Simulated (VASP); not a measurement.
# Ir (I4/mmm) in VASP: notebook

Ir is run at these levels: PBEsol; tasks: single point.

Program: VASP 6.6.1. These are calculated values, not measurements. Logs are shortened: lines on timing, memory, paths and dates and some standing lists are left out, and cuts for length are marked.

## (1) The cell of the first run

Symmetry: I4/mmm, No. 139, tetragonal system. Conventional cell: a = 2.715 Å, b = 2.715 Å, c = 3.878 Å, α = 90.00°, β = 90.00°, γ = 90.00°. Within 3.6 Å of Ir (site symmetry 4/mmm) lie 12 Ir at 2.71 to 2.73 Å.

## (2) Single point, PBEsol (zz strain of +1 %)

Input file INCAR:

```
SYSTEM = Ir
PREC     = Accurate       ! precision mode
ENCUT    = 520            ! plane-wave cutoff, eV
EDIFF    = 1E-6           ! SCF threshold, eV
ISMEAR   = -1             ! smearing method
SIGMA    = 0.05           ! smearing width, eV
LREAL    = .FALSE.        ! projectors in reciprocal space
LASPH    = .TRUE.         ! aspherical terms in the spheres
NELM     = 60             ! most SCF steps
ALGO     = Normal         ! electronic algorithm
ISIF     = 2              ! what is computed and relaxed
LWAVE    = .FALSE.        ! write WAVECAR
LCHARG   = .FALSE.        ! write CHGCAR
GGA      = PS             ! functional
NBANDS   = 10             ! bands
```

Input file KPOINTS:

```
Automatic mesh
0
G
  15 15 15
  0 0 0
```

Input file POSCAR:

```
Ir
1.0
    0.0000000000      1.9197000000      1.9388970000
    1.9197000000      0.0000000000      1.9388970000
    1.9197000000      1.9197000000      0.0000000000
Ir
1
Direct
    0.0000000000      0.0000000000      0.0000000000
```

Potentials or basis: VASP PAW PBE potentials, release 64 (Ir).

Command:

```bash
$ cat potpaw_PBE.64/Ir/POTCAR > POTCAR
$ mpirun -np 1 vasp_std > vasp.out
```

OUTCAR:

```text
SYSTEM = Ir
   PREC = Accurate
   ENCUT = 520
   EDIFF = 1E-6
   ISMEAR = -1
   LREAL = .FALSE.
   LASPH = .TRUE.
   NELM = 60
   ISIF = 2
   GGA = PS

 ion  position               nearest neighbor table
   1  0.000  0.000  0.000-

  LATTYP: Found a body centered tetragonal cell.
 ALAT       =     2.7148657757
 C/A-ratio  =     1.4283556980

  Lattice vectors:

 A1 = (  -1.9197000000,   0.0000000000,   1.9388970000)
 A2 = (   1.9197000000,   0.0000000000,   1.9388970000)
 A3 = (   0.0000000000,   1.9197000000,  -1.9388970000)

Analysis of symmetry for initial positions (statically):
=====================================================================
 Subroutine PRICEL returns:
 Original cell was already a primitive cell.

 Routine SETGRP: Setting up the symmetry group for a
 body centered tetragonal supercell.

 Subroutine GETGRP returns: Found 16 space group operations
 (whereof 16 operations were pure point group operations)
 out of a pool of 16 trial point group operations.

The static configuration has the point symmetry D_4h.

Analysis of symmetry for dynamics (positions and initial velocities):
=====================================================================
 Subroutine PRICEL returns:
 Original cell was already a primitive cell.

 Routine SETGRP: Setting up the symmetry group for a
 body centered tetragonal supercell.

 Subroutine GETGRP returns: Found 16 space group operations
 (whereof 16 operations were pure point group operations)
 out of a pool of 16 trial point group operations.

The dynamic configuration has the point symmetry D_4h.

 Subroutine INISYM returns: Found 16 space group operations
 (whereof 16 operations are pure point group operations),
 and found     1 'primitive' translations

----------------------------------------------------------------------------------------

                                     Primitive cell

  volume of cell :      14.2906

  direct lattice vectors                    reciprocal lattice vectors
     0.000000000  1.919700000  1.938897000    -0.260457363  0.260457363  0.257878577
     1.919700000  0.000000000  1.938897000     0.260457363 -0.260457363  0.257878577
     1.919700000  1.919700000  0.000000000     0.260457363  0.260457363 -0.257878577

  length of vectors
     2.728473871  2.728473871  2.714865776     0.449641453  0.449641453  0.449641453

  position of ions in fractional coordinates (direct lattice)
     0.000000000  0.000000000  0.000000000

  ion indices of the primitive-cell ions
   primitive index   ion index
                 1           1

----------------------------------------------------------------------------------------

 KPOINTS: Automatic mesh

Automatic generation of k-mesh.
 Grid dimensions read from file:
 generate k-points for:   15   15   15

 Generating k-lattice:

  Cartesian coordinates                     Fractional coordinates (reciprocal lattice)
    -0.017363824  0.017363824  0.017191905     0.066666667  0.000000000  0.000000000
     0.017363824 -0.017363824  0.017191905     0.000000000  0.066666667  0.000000000
     0.017363824  0.017363824 -0.017191905    -0.000000000 -0.000000000  0.066666667

  Length of vectors
     0.029976097  0.029976097  0.029976097

  Shift w.r.t. Gamma in fractional coordinates (k-lattice)
     0.000000000  0.000000000  0.000000000

 Subroutine IBZKPT returns following result:
 ===========================================

 Found    288 irreducible k-points:

 Following reciprocal coordinates:
            Coordinates               Weight
  0.000000  0.000000  0.000000      1.000000
  0.066667  0.000000  0.000000      8.000000
  0.133333  0.000000  0.000000      8.000000
  0.200000  0.000000  0.000000      8.000000
  0.266667  0.000000  0.000000      8.000000
  0.333333  0.000000  0.000000      8.000000
[... 16 lines left out ...]
  0.133333  0.133333  0.000000      2.000000
  0.200000  0.133333  0.000000      8.000000
 [... further k-points ...]
   k-points           NKPTS =    288   k-points in BZ     NKDIM =    288   number of bands    NBANDS=     10
   number of dos      NEDOS =    301   number of ions     NIONS =      1
   total plane-waves  NPLWV =   8000
   dimension x,y,z NGX =    20 NGY =   20 NGZ =   20
   dimension x,y,z NGXF=    40 NGYF=   40 NGZF=   40
   ions per type =               1
   NGX,Y,Z   is equivalent  to a cutoff of  12.19, 12.19, 12.25 a.u.
   NGXF,Y,Z  is equivalent  to a cutoff of  24.37, 24.37, 24.49 a.u.
 SYSTEM =  Ir
   PREC   = accura    normal or accurate (medium, high low for compatibility)
   ISTART =      0    job   : 0-new  1-cont  2-samecut
   ICHARG =      2    charge: 1-file 2-atom 10-const
   ISPIN  =      1    spin polarized calculation?
   LNONCOLLINEAR =      F non collinear calculations
   LSORBIT =      F    spin-orbit coupling
   LASPH  =      T    aspherical Exc in radial PAW
   ENCUT  =  520.0 eV  38.22 Ry    6.18 a.u.   5.07  5.07  5.05*2*pi/ulx,y,z
   NELM   =     60;   NELMIN=  2; NELMDL= -5     # of ELM steps
   EDIFF  = 0.1E-05   stopping-criterion for ELM
   LREAL  =      F    real-space projection
   EDIFFG = 0.1E-04   stopping-criterion for IOM
   NSW    =      0    number of steps for IOM
   IBRION =     -1    ionic relax: 0-MD 1-quasi-New 2-CG
   NFREE  =      0    steps in history (QN), initial steepest desc. (CG)
   ISIF   =      2    stress and relaxation
   ISYM   =      2    0-nonsym 1-usesym 2-fastsym
   POTIM  = 0.5000    time-step for ionic-motion
   TEBEG  =    0.0;   TEEND  =   0.0 temperature during run
   PSTRESS=    0.0 pullay stress
   NELECT =       9.0000    total number of electrons
   NUPDOWN=      -1.0000    fix difference up-down
   EMIN   =  10.00;   EMAX   =-10.00  energy-range for DOS
   EFERMI =   0.00;   METHOD = LEGACY
   ISMEAR =    -1;   SIGMA  =   0.05  broadening in eV -4-tet -1-fermi 0-gaus
   EFERMI_NEDOS =   21; number of points for ismear=-14 and -15
   IALGO  =     38    algorithm
   IMIX   =      4    mixing-type and parameters
     AMIX     =   0.40;   BMIX     =  1.00
     AMIX_MAG =   1.60;   BMIX_MAG =  1.00
  volume/ion in A,a.u.               =      14.29        96.44
  Fermi-wavevector in a.u.,A,eV,Ry     =   1.403261  2.651779 26.791803  1.969142
  Thomas-Fermi vector in A             =   2.525941
   LORBIT       =      0    0 simple, 1 ext, 2 COOP (PROOUT), +10 PAW based schemes
   GGA     = PS    functional components
   LHFCALC =     F    Hartree Fock is set to
   AEXX    =    0.0000 exact exchange contribution
   IVDW    =     0    specifies the selected vdW correction
   LEPSILON=     F    determine dielectric tensor
   LRPA    =     F    only Hartree local field effects (RPA)
 non-spin polarized calculation
  energy-cutoff  :      520.00
  volume of cell :       14.29
 maximum number of plane-waves:       392
   NGX = 11   NGY = 11   NGZ =  9

 number of electron       9.0000000 magnetization

 Free energy of the ion-electron system (eV)
  ---------------------------------------------------
  ext. energy  EPLUGINS =         0.00000000
  ---------------------------------------------------
  free energy    TOTEN  =        -9.82460001 eV

  energy without entropy =       -9.81643179  energy(sigma->0) =       -9.82051590

 E-fermi :  10.1193     XC(G=0): -14.0428

 val. band max:       10.1174621238   @ k =  -0.4000   0.4667   0.0667
 cond. band min:      10.1272141773   @ k =  -0.3333   0.2667   0.0667
 fundamental gap:      0.0097520535
 Fermi energy:        10.1193385351

 k-point     1 :       0.0000    0.0000    0.0000
  band No.  band energies     occupation
      1      -1.0101      2.00000
      2       6.1403      2.00000
      3       6.2692      2.00000
      4       6.2692      2.00000
      5       8.8107      2.00000
      6       8.9837      2.00000
      7      24.4119      0.00000
      8      29.7163      0.00000
      9      30.0278      0.00000
     10      30.0278      0.00000

 k-point     2 :       0.0667    0.0000    0.0000
  band No.  band energies     occupation
      1      -0.8147      2.00000
      2       6.1031      2.00000
      3       6.2871      2.00000
      4       6.3537      2.00000
      5       8.7603      2.00000
      6       8.9264      2.00000
      7      24.7477      0.00000
      8      28.8995      0.00000
      9      30.1476      0.00000
     10      30.3493      0.00000

 k-point     3 :       0.1333    0.0000    0.0000
  band No.  band energies     occupation
      1      -0.2576      2.00000
      2       5.8729      2.00000
      3       6.4730      2.00000
      4       6.5608      2.00000
      5       8.6770      2.00000
      6       8.8190      2.00000
      7      25.6229      0.00000
      8      27.0988      0.00000
      9      31.0517      0.00000
     10      31.2694      0.00000

 k-point     4 :       0.2000    0.0000    0.0000
  band No.  band energies     occupation
      1       0.5535      2.00000
      2       5.6672      2.00000
      3       6.6256      2.00000
      4       6.7344      2.00000
      5       8.7599      2.00000
      6       8.8544      2.00000
      7      25.1759      0.00000
      8      26.6459      0.00000
      9      32.4280      0.00000
     10      32.6471      0.00000
[... 222 lines left out ...]
 k-point    22 :      -0.0667    0.0667    0.0000
  band No.  band energies     occupation
      1      -0.4939      2.00000
      2       5.9674      2.00000
      3       6.4048      2.00000
      4       6.4719      2.00000
      5       8.6889      2.00000
      6       8.8581      2.00000
      7      25.2789      0.00000
      8      28.0529      0.00000
      9      29.9169      0.00000
     10      31.1894      0.00000

 k-point    23 :       0.1333    0.1333    0.0000
  band No.  band energies     occupation
      1      -0.0134      2.00000
      2       5.4407      2.00000
      3       6.8515      2.00000
      4       6.8515      2.00000
      5       7.9849      2.00000
      6       9.2731      2.00000
      7      26.1091      0.00000
      8      28.2207      0.00000
      9      30.1473      0.00000
     10      30.1473      0.00000

 k-point    24 :       0.2000    0.1333    0.0000
  band No.  band energies     occupation
      1       0.6077      2.00000
      2       5.1424      2.00000
      3       7.0046      2.00000
      4       7.1411      2.00000
      5       7.8421      2.00000
      6       9.4226      2.00000
      7      27.0564      0.00000
      8      27.1165      0.00000
      9      30.1863      0.00000
     10      30.6824      0.00000

 [... further k-points ...]
[... 5 lines left out ...]
  --------------------------------------------------------------------------------------
  -------------------------------------------------------------------------------------
  Total       -0.3790534     -0.3790534     -0.7191834      0.0000000      0.0000000     -0.0000000
  in kB      -42.4971210    -42.4971210    -80.6303869      0.0000000      0.0000000     -0.0000000
  external PRESSURE =     -55.2082097 kB  Pullay stress =       0.0000000 kB

 VOLUME and BASIS-vectors are now :
 -----------------------------------------------------------------------------
  energy-cutoff  :      520.00
  volume of cell :       14.29
      direct lattice vectors                 reciprocal lattice vectors
     0.000000000  1.919700000  1.938897000    -0.260457363  0.260457363  0.257878577
     1.919700000  0.000000000  1.938897000     0.260457363 -0.260457363  0.257878577
     1.919700000  1.919700000  0.000000000     0.260457363  0.260457363 -0.257878577

 POSITION                                       TOTAL-FORCE (eV/Angst)
 -----------------------------------------------------------------------------------
      0.00000      0.00000      0.00000         0.000000      0.000000      0.000000
 -----------------------------------------------------------------------------------
    total drift:                                0.000000     -0.000000     -0.000000

  FREE ENERGIE OF THE ION-ELECTRON SYSTEM (eV)
  ---------------------------------------------------
  free  energy   TOTEN  =        -9.8246000083 eV

  energy  without entropy=       -9.8164317944  energy(sigma->0) =       -9.82051590
```

Run time: 12 s. Hardware: 1 thread of Intel Xeon 6975P-C (Granite Rapids), shared host; peak memory 0.16 GiB.

Results:

* Free energy: -9.8246 eV
* Pressure: -5.5 GPa

Stress tensor (GPa, compression positive):
```
-4.25  0.00  0.00
 0.00 -4.25  0.00
 0.00  0.00 -8.06
```

Caveat: the cell differs from its parent crystal (zz strain of +1 %); the PAW data sets were made with another functional, which shifts forces and pressure a little; spin-orbit coupling is left out, which moves the levels of the heavy elements.

## (3) Single point, PBEsol (equal xx and yy strain of +1 %)

Input file INCAR:

```
PREC = Accurate
ENCUT = 520
EDIFF = 1E-7
ISMEAR = -1
SIGMA = 0.05
LREAL = F
LASPH = T
NELM = 60
ALGO = Normal
ISIF = 2
LWAVE = F
LCHARG = T
GGA = PS
LELF = T
LVHAR = T
NBANDS = 10
```

Input file KPOINTS:

```
regular mesh
0
Gamma
  15 15 15
```

Input file POSCAR:

```
Ir
1.0
    0.0000000000      1.9388970000      1.9197000000
    1.9388970000      0.0000000000      1.9197000000
    1.9388970000      1.9388970000      0.0000000000
Ir
1
Direct
    0.0000000000      0.0000000000      0.0000000000
```

Potentials or basis: VASP PAW PBE potentials, release 64 (Ir).

Command:

```bash
$ cat potpaw_PBE.64/Ir/POTCAR > POTCAR
$ mpirun -np 1 vasp_std > vasp.out
```

Run time: 13 s. Hardware: 1 thread of Intel Xeon 6975P-C (Granite Rapids), shared host; peak memory 0.16 GiB.

Results (log left out):

```
Free energy : -9.8182 eV
Pressure    : -9.0 GPa
```

Stress tensor (GPa, compression positive):
```
-10.25   0.00   0.00
  0.00 -10.25   0.00
  0.00   0.00  -6.58
```

Levels at points of the mesh, in eV from the Fermi level:
| k point | band 1 | band 2 | band 3 | band 4 | band 5 | band 6 | band 7 | band 8 |
| --- | --- | --- | --- | --- | --- | --- | --- | --- |
| (0.00, 0.00, 0.00) | -11.02 | -3.87 | -3.87 | -3.75 | -1.29 | -1.12 | 14.31 | 19.66 |

Caveat: the cell differs from its parent crystal (equal xx and yy strain of +1 %); the PAW data sets were made with another functional, which shifts forces and pressure a little; spin-orbit coupling is left out, which moves the levels of the heavy elements.

## (4) Single point, PBEsol (zz strain of +3 %)

Input file INCAR:

```
SYSTEM = Ir
PREC = Accurate
ENCUT = 520
EDIFF = 1E-7
ISMEAR = -1
SIGMA = 0.05
LREAL = .False.
LASPH = .True.
NELM = 100
ALGO = Normal
ISIF = 2
LWAVE = .False.
LCHARG = .True.
GGA = PS
LELF = .True.
LVHAR = .True.
NBANDS = 10
```

Input file KPOINTS:

```
regular mesh
0
Gamma
  15 15 15
  0 0 0
```

Input file POSCAR:

```
Ir
1.0
    0.0000000000      1.9197000000      1.9772910000
    1.9197000000      0.0000000000      1.9772910000
    1.9197000000      1.9197000000      0.0000000000
Ir
1
Direct
    0.0000000000      0.0000000000      0.0000000000
```

Command:

```bash
$ cat potpaw_PBE.64/Ir/POTCAR > POTCAR
$ mpirun -np 1 vasp_std > vasp.out
```

Wall time 13 s (1 thread of Intel Xeon 6975P-C (Granite Rapids), shared host); peak memory 0.16 GiB.

It converged, with:

```
Free energy : -9.8004 eV
Pressure    : -12.1 GPa
```

Stress tensor (GPa, compression positive):
```
 -8.49   0.00   0.00
  0.00  -8.49   0.00
  0.00   0.00 -19.26
```

Levels at points of the mesh, in eV from the Fermi level:
```tsv
k point	band 1	band 2	band 3	band 4	band 5	band 6	band 7	band 8	band 9
(0.00, 0.00, 0.00)	-10.91	-4.02	-3.64	-3.64	-1.44	-0.93	14.35	19.15	20.03
```

Caveat: the cell differs from its parent crystal (zz strain of +3 %); the PAW data sets were made with another functional, which shifts forces and pressure a little; spin-orbit coupling is left out, which moves the levels of the heavy elements.

## (5) Single point, PBEsol (equal xx and yy strain of +2 %)

Input file INCAR:

```
PREC = Accurate
ENCUT = 520
EDIFF = 1E-6
ISMEAR = -1
SIGMA = 0.05
LREAL = False
LASPH = True
NELM = 80
ALGO = Normal
ISIF = 2
LWAVE = False
LCHARG = False
GGA = PS
NBANDS = 10
```

Input file KPOINTS:

```
Automatic mesh
0
Gamma
  15 15 15
```

Input file POSCAR:

```
Ir
1.0
    0.0000000000      1.9580940000      1.9197000000
    1.9580940000      0.0000000000      1.9197000000
    1.9580940000      1.9580940000      0.0000000000
Ir
1
Direct
    0.0000000000      0.0000000000      0.0000000000
```

Potentials or basis: VASP PAW PBE potentials, release 64 (Ir).

Command:

```bash
$ cat potpaw_PBE.64/Ir/POTCAR > POTCAR
$ mpirun -np 1 vasp_std > vasp.out
```

OUTCAR:

```text
PREC = Accurate
   ENCUT = 520
   EDIFF = 1E-6
   ISMEAR = -1
   LREAL = False
   LASPH = True
   NELM = 80
   ISIF = 2
   GGA = PS

 ion  position               nearest neighbor table
   1  0.000  0.000  0.000-

  LATTYP: Found a body centered tetragonal cell.
 ALAT       =     2.7691630912
 C/A-ratio  =     1.3864838847

  Lattice vectors:

 A1 = (   0.0000000000,  -1.9580940000,  -1.9197000000)
 A2 = (   0.0000000000,   1.9580940000,  -1.9197000000)
[... 480 lines left out ...]
  band No.  band energies     occupation
      1       0.4293      2.00000
      2       4.9942      2.00000
      3       6.6179      2.00000
      4       6.6407      2.00000
      5       7.5970      2.00000
      6       8.7614      2.00000
      7      26.3748      0.00000
      8      26.5385      0.00000
      9      29.3027      0.00000
     10      29.9187      0.00000

 [... further k-points ...]
[... 5 lines left out ...]
  --------------------------------------------------------------------------------------
  -------------------------------------------------------------------------------------
  Total       -1.6219758     -1.6219758     -0.9940555      0.0000000     -0.0000000      0.0000000
  in kB     -176.5324355   -176.5324355   -108.1909152      0.0000000     -0.0000000      0.0000000
  external PRESSURE =    -153.7519287 kB  Pullay stress =       0.0000000 kB

 VOLUME and BASIS-vectors are now :
 -----------------------------------------------------------------------------
  energy-cutoff  :      520.00
  volume of cell :       14.72
      direct lattice vectors                 reciprocal lattice vectors
     0.000000000  1.958094000  1.919700000    -0.255350356  0.255350356  0.260457363
     1.958094000  0.000000000  1.919700000     0.255350356 -0.255350356  0.260457363
     1.958094000  1.958094000  0.000000000     0.255350356  0.255350356 -0.260457363

 POSITION                                       TOTAL-FORCE (eV/Angst)
 -----------------------------------------------------------------------------------
      0.00000      0.00000      0.00000         0.000000      0.000000      0.000000
 -----------------------------------------------------------------------------------
    total drift:                                0.000000     -0.000000     -0.000000

  FREE ENERGIE OF THE ION-ELECTRON SYSTEM (eV)
  ---------------------------------------------------
  free  energy   TOTEN  =        -9.7931385949 eV

  energy  without entropy=       -9.7846219646  energy(sigma->0) =       -9.78888028
```

It took 14 s on 1 thread of Intel Xeon 6975P-C (Granite Rapids), shared host; peak memory 0.17 GiB.

What came out:

```yaml
Free_energy: -9.7931 eV
Pressure: -15.4 GPa
```

Caveat: the cell differs from its parent crystal (equal xx and yy strain of +2 %); the PAW data sets were made with another functional, which shifts forces and pressure a little; spin-orbit coupling is left out, which moves the levels of the heavy elements.

(Continued in part 2 of 2.)
